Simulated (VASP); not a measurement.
# InSb (F-43m) in VASP: further runs

The runs below take InSb through single point, relaxation of cell and atoms, with LDA.

All numbers are computed with VASP 6.6.1; they aren't measurements. Logs are shortened: lines on timing, memory, paths and dates and some standing lists are left out, and cuts for length are marked.

### 1 The cell of the first run

The structure is cubic, space group F-43m (No. 216). Conventional cell: a = 6.450 Å, b = 6.450 Å, c = 6.450 Å, α = 90.00°, β = 90.00°, γ = 90.00°. Within 3.7 Å of In (site symmetry -43m) lie 4 Sb at 2.79 Å. Within 3.7 Å of Sb (site symmetry -43m) lie 4 In at 2.79 Å.

### 2 Single point, LDA

INCAR

```
PREC     = Accurate       # precision mode
ENCUT    = 520            # plane-wave cutoff, eV
EDIFF    = 1E-6           # SCF threshold, eV
ISMEAR   = -1             # smearing method
SIGMA    = 0.05           # smearing width, eV
LREAL    = F              # projectors in reciprocal space
LASPH    = T              # aspherical terms in the spheres
NELM     = 60             # most SCF steps
ALGO     = Normal         # electronic algorithm
ISIF     = 2              # what is computed and relaxed
LWAVE    = F              # write WAVECAR
LCHARG   = F              # write CHGCAR
NBANDS   = 16             # bands
```

KPOINTS

```
Automatic mesh
0
Gamma
  12 12 12
```

POSCAR

```
InSb
1.0
    0.0000000000      3.2250658923      3.2250658923
    3.2250658923      0.0000000000      3.2250658923
    3.2250658923      3.2250658923      0.0000000000
In Sb
1 1
Direct
    0.0000000000      0.0000000000      0.0000000000
    0.7500000000      0.7500000000      0.7500000000
```

Potentials or basis: VASP PAW LDA potentials, release 64 (In_d, Sb).

The run is started by

```
$ cat potpaw_LDA.64/In_d/POTCAR potpaw_LDA.64/Sb/POTCAR > POTCAR
$ mpirun -np 1 vasp_std > vasp.out
```

OUTCAR:

```text
PREC = Accurate
   ENCUT = 520
   EDIFF = 1E-6
   ISMEAR = -1
   LREAL = F
   LASPH = T
   NELM = 60
   ISIF = 2

 ion  position               nearest neighbor table
   1  0.000  0.000  0.000-   2 2.79   2 2.79   2 2.79   2 2.79
   2  0.750  0.750  0.750-   1 2.79   1 2.79   1 2.79   1 2.79

  LATTYP: Found a face centered cubic cell.
 ALAT       =     6.4501317846

  Lattice vectors:

 A1 = (   0.0000000000,   3.2250658923,   3.2250658923)
 A2 = (   3.2250658923,   0.0000000000,   3.2250658923)
 A3 = (   3.2250658923,   3.2250658923,   0.0000000000)

Analysis of symmetry for initial positions (statically):
=====================================================================
 Subroutine PRICEL returns:
 Original cell was already a primitive cell.

 Routine SETGRP: Setting up the symmetry group for a
 face centered cubic supercell.

 Subroutine GETGRP returns: Found 24 space group operations
 (whereof 24 operations were pure point group operations)
 out of a pool of 48 trial point group operations.

The static configuration has the point symmetry T_d .

Analysis of symmetry for dynamics (positions and initial velocities):
=====================================================================
 Subroutine PRICEL returns:
 Original cell was already a primitive cell.

 Routine SETGRP: Setting up the symmetry group for a
 face centered cubic supercell.

 Subroutine GETGRP returns: Found 24 space group operations
 (whereof 24 operations were pure point group operations)
 out of a pool of 48 trial point group operations.

The dynamic configuration has the point symmetry T_d .

 Subroutine INISYM returns: Found 24 space group operations
 (whereof 24 operations are pure point group operations),
 and found     1 'primitive' translations

----------------------------------------------------------------------------------------

                                     Primitive cell

  volume of cell :      67.0881

  direct lattice vectors                    reciprocal lattice vectors
     0.000000000  3.225065892  3.225065892    -0.155035592  0.155035592  0.155035592
     3.225065892  0.000000000  3.225065892     0.155035592 -0.155035592  0.155035592
     3.225065892  3.225065892  0.000000000     0.155035592  0.155035592 -0.155035592

  length of vectors
     4.560931924  4.560931924  4.560931924     0.268529522  0.268529522  0.268529522

  position of ions in fractional coordinates (direct lattice)
     0.000000000  0.000000000  0.000000000
     0.750000000  0.750000000  0.750000000

  ion indices of the primitive-cell ions
   primitive index   ion index
                 1           1
                 2           2

----------------------------------------------------------------------------------------

 KPOINTS: Automatic mesh

Automatic generation of k-mesh.
 Grid dimensions read from file:
 generate k-points for:   12   12   12

 Generating k-lattice:

  Cartesian coordinates                     Fractional coordinates (reciprocal lattice)
    -0.012919633  0.012919633  0.012919633     0.083333333  0.000000000  0.000000000
     0.012919633 -0.012919633  0.012919633     0.000000000  0.083333333  0.000000000
     0.012919633  0.012919633 -0.012919633     0.000000000  0.000000000  0.083333333

  Length of vectors
     0.022377460  0.022377460  0.022377460

  Shift w.r.t. Gamma in fractional coordinates (k-lattice)
     0.000000000  0.000000000  0.000000000

 Subroutine IBZKPT returns following result:
 ===========================================

 Found     72 irreducible k-points:

 Following reciprocal coordinates:
            Coordinates               Weight
  0.000000  0.000000  0.000000      1.000000
  0.083333  0.000000  0.000000      8.000000
  0.166667  0.000000  0.000000      8.000000
  0.250000  0.000000  0.000000      8.000000
  0.333333  0.000000  0.000000      8.000000
  0.416667  0.000000  0.000000      8.000000
[... 16 lines left out ...]
  0.500000  0.166667  0.000000     24.000000
 -0.416667  0.166667  0.000000     24.000000
 [... further k-points ...]
   k-points           NKPTS =     72   k-points in BZ     NKDIM =     72   number of bands    NBANDS=     16
   number of dos      NEDOS =    301   number of ions     NIONS =      2
   total plane-waves  NPLWV =  46656
   dimension x,y,z NGX =    36 NGY =   36 NGZ =   36
   dimension x,y,z NGXF=    72 NGYF=   72 NGZF=   72
   ions per type =               1   1
   NGX,Y,Z   is equivalent  to a cutoff of  13.12, 13.12, 13.12 a.u.
   NGXF,Y,Z  is equivalent  to a cutoff of  26.24, 26.24, 26.24 a.u.
 SYSTEM =  unknown system
   PREC   = accura    normal or accurate (medium, high low for compatibility)
   ISTART =      0    job   : 0-new  1-cont  2-samecut
   ICHARG =      2    charge: 1-file 2-atom 10-const
   ISPIN  =      1    spin polarized calculation?
   LNONCOLLINEAR =      F non collinear calculations
   LSORBIT =      F    spin-orbit coupling
   LASPH  =      T    aspherical Exc in radial PAW
   ENCUT  =  520.0 eV  38.22 Ry    6.18 a.u.   8.48  8.48  8.48*2*pi/ulx,y,z
   NELM   =     60;   NELMIN=  2; NELMDL= -5     # of ELM steps
   EDIFF  = 0.1E-05   stopping-criterion for ELM
   LREAL  =      F    real-space projection
   EDIFFG = 0.1E-04   stopping-criterion for IOM
   NSW    =      0    number of steps for IOM
   IBRION =     -1    ionic relax: 0-MD 1-quasi-New 2-CG
   NFREE  =      0    steps in history (QN), initial steepest desc. (CG)
   ISIF   =      2    stress and relaxation
   ISYM   =      2    0-nonsym 1-usesym 2-fastsym
   POTIM  = 0.5000    time-step for ionic-motion
   TEBEG  =    0.0;   TEEND  =   0.0 temperature during run
   PSTRESS=    0.0 pullay stress
   NELECT =      18.0000    total number of electrons
   NUPDOWN=      -1.0000    fix difference up-down
   EMIN   =  10.00;   EMAX   =-10.00  energy-range for DOS
   EFERMI =   0.00;   METHOD = LEGACY
   ISMEAR =    -1;   SIGMA  =   0.05  broadening in eV -4-tet -1-fermi 0-gaus
   EFERMI_NEDOS =   21; number of points for ismear=-14 and -15
   IALGO  =     38    algorithm
   IMIX   =      4    mixing-type and parameters
     AMIX     =   0.40;   BMIX     =  1.00
     AMIX_MAG =   1.60;   BMIX_MAG =  1.00
  volume/ion in A,a.u.               =      33.54       226.37
  Fermi-wavevector in a.u.,A,eV,Ry     =   1.055886  1.995335 15.169074  1.114895
  Thomas-Fermi vector in A             =   2.191101
   LORBIT       =      0    0 simple, 1 ext, 2 COOP (PROOUT), +10 PAW based schemes
   GGA     = CA    functional components
   LHFCALC =     F    Hartree Fock is set to
   AEXX    =    0.0000 exact exchange contribution
   IVDW    =     0    specifies the selected vdW correction
   LEPSILON=     F    determine dielectric tensor
   LRPA    =     F    only Hartree local field effects (RPA)
 non-spin polarized calculation
  energy-cutoff  :      520.00
  volume of cell :       67.09
 maximum number of plane-waves:      1828
 NGX is ok and might be reduce to    36
   NGX = 17   NGY = 17   NGZ = 17

 number of electron      17.9999996 magnetization

 Free energy of the ion-electron system (eV)
  ---------------------------------------------------
  ext. energy  EPLUGINS =         0.00000000
  ---------------------------------------------------
  free energy    TOTEN  =        -8.21679253 eV

  energy without entropy =       -8.21655173  energy(sigma->0) =       -8.21667213

 E-fermi :   5.1210     XC(G=0):  -9.0488

 val. band max:        5.0330006441   @ k =   0.0000   0.0000   0.0000
 cond. band min:       5.4774819857   @ k =   0.5000   0.0000   0.0000
 fundamental gap:      0.4444813415
 Fermi energy:         5.1209769331

 k-point     1 :       0.0000    0.0000    0.0000
  band No.  band energies     occupation
      1      -9.5544      2.00000
      2      -9.5544      2.00000
      3      -9.5544      2.00000
      4      -9.4633      2.00000
      5      -9.4633      2.00000
      6      -5.8257      2.00000
[... 8 lines left out ...]
     15      13.3199      0.00000
     16      13.3199      0.00000

 k-point     2 :       0.0833    0.0000    0.0000
  band No.  band energies     occupation
      1      -9.5581      2.00000
      2      -9.5529      2.00000
      3      -9.5529      2.00000
      4      -9.4634      2.00000
      5      -9.4634      2.00000
      6      -5.7609      2.00000
[... 8 lines left out ...]
     15      12.7581      0.00000
     16      12.7581      0.00000

 k-point     3 :       0.1667    0.0000    0.0000
  band No.  band energies     occupation
      1      -9.5679      2.00000
      2      -9.5486      2.00000
      3      -9.5486      2.00000
      4      -9.4637      2.00000
      5      -9.4637      2.00000
      6      -5.5711      2.00000
[... 8 lines left out ...]
     15      12.3185      0.00000
     16      12.3185      0.00000

 k-point     4 :       0.2500    0.0000    0.0000
  band No.  band energies     occupation
      1      -9.5812      2.00000
      2      -9.5433      2.00000
      3      -9.5433      2.00000
      4      -9.4636      2.00000
      5      -9.4636      2.00000
      6      -5.2739      2.00000
[... 8 lines left out ...]
     15      12.2898      0.00000
     16      12.2898      0.00000
[... 324 lines left out ...]
 k-point    22 :       0.4167    0.1667    0.0000
  band No.  band energies     occupation
      1      -9.6087      2.00000
      2      -9.5313      2.00000
      3      -9.5283      2.00000
      4      -9.4696      2.00000
      5      -9.4594      2.00000
      6      -4.5901      2.00000
[... 8 lines left out ...]
     15      13.5813      0.00000
     16      14.2413      0.00000

 k-point    23 :       0.5000    0.1667    0.0000
  band No.  band energies     occupation
      1      -9.6133      2.00000
      2      -9.5300      2.00000
      3      -9.5269      2.00000
      4      -9.4675      2.00000
      5      -9.4604      2.00000
      6      -4.3085      2.00000
[... 8 lines left out ...]
     15      13.9846      0.00000
     16      14.2687      0.00000

 k-point    24 :      -0.4167    0.1667    0.0000
  band No.  band energies     occupation
      1      -9.6129      2.00000
      2      -9.5300      2.00000
      3      -9.5279      2.00000
      4      -9.4652      2.00000
      5      -9.4624      2.00000
      6      -4.2636      2.00000
[... 8 lines left out ...]
     15      13.2446      0.00000
     16      13.5236      0.00000

 [... further k-points ...]

------------------------ aborting loop because EDIFF is reached ----------------------------------------

  FORCE on cell =-STRESS in cart. coord.  units (eV):
  Direction    XX          YY          ZZ          XY          YZ          ZX
  --------------------------------------------------------------------------------------
  -------------------------------------------------------------------------------------
  Total        0.0318748      0.0318748      0.0318748      0.0000000      0.0000000      0.0000000
  in kB        0.7612235      0.7612235      0.7612235      0.0000000      0.0000000      0.0000000
  external PRESSURE =       0.7612235 kB  Pullay stress =       0.0000000 kB

 VOLUME and BASIS-vectors are now :
 -----------------------------------------------------------------------------
  energy-cutoff  :      520.00
  volume of cell :       67.09
      direct lattice vectors                 reciprocal lattice vectors
     0.000000000  3.225065892  3.225065892    -0.155035592  0.155035592  0.155035592
     3.225065892  0.000000000  3.225065892     0.155035592 -0.155035592  0.155035592
     3.225065892  3.225065892  0.000000000     0.155035592  0.155035592 -0.155035592

 POSITION                                       TOTAL-FORCE (eV/Angst)
 -----------------------------------------------------------------------------------
      0.00000      0.00000      0.00000        -0.000000     -0.000000     -0.000000
      4.83760      4.83760      4.83760         0.000000      0.000000      0.000000
 -----------------------------------------------------------------------------------
    total drift:                                0.000000      0.000000      0.000000

  FREE ENERGIE OF THE ION-ELECTRON SYSTEM (eV)
  ---------------------------------------------------
  free  energy   TOTEN  =        -8.2167925341 eV

  energy  without entropy=       -8.2165517317  energy(sigma->0) =       -8.21667213
```

Run time: 99 s. Hardware: 1 thread of Intel Xeon 8259CL, shared host; peak memory 0.23 GiB.

What came out:

* Free energy: -8.2168 eV
* Pressure: 0.1 GPa
* Band gap on the k mesh: zero (filled and empty bands touch)

Levels at points of the mesh, in eV from the Fermi level:
```csv
k point,band 6,band 7,band 8,band 9,band 10,band 11,band 12,band 13
"(0.00, 0.00, 0.00)",-10.95,-0.38,-0.09,-0.09,-0.09,2.82,2.82,2.82
"(0.50, 0.00, 0.00)",-9.54,-5.83,-1.12,-1.12,0.36,3.68,3.68,5.85
"(0.50, 0.50, 0.00)",-8.92,-6.12,-2.41,-2.41,1.14,1.16,8.03,8.03
```

Caveat: semilocal functionals underestimate gaps, and a narrow one can read as zero; spin-orbit coupling is left out, which moves the levels of the heavy elements.

### 3 Relaxation of cell and atoms, LDA

This run uses another cell than the first one, of 33.98 Å³/atom.

INCAR

```
SYSTEM = InSb
ALGO = Normal
EDIFF = 1E-6
EDIFFG = -0.002
ENCUT = 600
IBRION = 2
ISIF = 3
ISMEAR = -1
LASPH = .TRUE.
LCHARG = .FALSE.
LREAL = .FALSE.
LWAVE = .FALSE.
NELM = 60
NSW = 100
PREC = Accurate
SIGMA = 0.05
```

KPOINTS

```
k-points
0
G
  12 12 12
  0 0 0
```

POSCAR

```
InSb
1.0
    0.0000000000      3.2391000000      3.2391000000
    3.2391000000      0.0000000000      3.2391000000
    3.2391000000      3.2391000000      0.0000000000
In Sb
1 1
Direct
    0.0000000000      0.0000000000      0.0000000000
    0.7500000000      0.7500000000      0.7500000000
```

Potentials or basis: VASP PAW LDA potentials, release 64 (In_d, Sb).

The run is started by

```
$ cat potpaw_LDA.64/In_d/POTCAR potpaw_LDA.64/Sb/POTCAR > POTCAR
$ mpirun -np 1 vasp_std > vasp.out
```

Run time: 4.3 min. Hardware: 1 thread of Intel Xeon 8259CL, shared host; peak memory 0.26 GiB.

It converged, with:

```
Free energy                           : -8.2169 eV
Relaxed volume                        : 33.62 Å³/atom
Relaxed cell                          : a = 4.564 Å, b = 4.564 Å, c = 4.564 Å, α = 60.00°, β = 60.00°, γ = 60.00°
Space group after relaxing (to 0.1 Å) : F-43m (No. 216)
Energy gained by relaxing             : 0.6 meV/atom
Ionic steps                           : 3
Pressure after relaxing               : 0.0 GPa
Band gap on the k mesh                : zero (filled and empty bands touch)
```

The path:
```tsv
step	energy change (eV)	largest force (eV/Å)	pressure (GPa)	volume (Å³)
1	0.0000	0.0000	-0.50	67.97
2	-0.0009	0.0000	0.19	66.93
3	-0.0011	0.0000	0.01	67.23
```

Final structure:
```xyz
2
Lattice="0.0000 3.2274 3.2274 3.2274 0.0000 3.2274 3.2274 3.2274 0.0000" Properties=species:S:1:pos:R:3 pbc="T T T"
In    0.0000    0.0000    0.0000
Sb    4.8411    4.8411    4.8411
```

Levels at points of the mesh, in eV from the Fermi level:
| k point | band 7 | band 8 | band 9 | band 10 | band 11 | band 12 |
| --- | --- | --- | --- | --- | --- | --- |
| (0.00, 0.00, 0.00) | -0.39 | -0.09 | -0.09 | -0.09 | 2.82 | 2.82 |
| (0.50, 0.00, 0.00) | -5.82 | -1.12 | -1.12 | 0.35 | 3.68 | 3.68 |
| (0.50, 0.50, 0.00) | -6.11 | -2.40 | -2.40 | 1.14 | 1.16 | 8.02 |

Caveat: semilocal functionals underestimate gaps, and a narrow one can read as zero; spin-orbit coupling is left out, which moves the levels of the heavy elements. LDA usually gives volumes a few per cent too small.

The gap in the log of VASP goes by the Fermi energy; the results here count the filled bands.